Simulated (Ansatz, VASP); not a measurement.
**Ge in VASP and in Ansatz**

```xyz
1
Lattice="2.6453 0.0000 0.0000 0.0000 2.6453 0.0000 0.0000 0.0000 2.6453" Properties=species:S:1:pos:R:3 pbc="T T T"
Ge    0.0000    0.0000    0.0000
```

Alike in both runs: task single point; functional r2SCAN; k mesh 13 × 13 × 13; occupations fermi-dirac, width 0.1 eV; no spin polarisation.

|  | VASP | Ansatz |
| --- | --- | --- |
| version | VASP 6.6.1 | Ansatz 0.2.0 |
| potentials or method | VASP PAW PBE potentials, release 64 (Ge_d), cutoff 520 eV | plane waves (500 eV) with PAW, scalar-relativistic |
| valence electrons in the cell | 14 | 14 |

```tsv
	VASP	Ansatz	Ansatz less VASP
pressure (GPa)	3.5	3.5	-0.05
```

VASP's potentials were made for PBE, not for r2SCAN. With one functional, cell and mesh, what is left measures potentials, basis and numerics.
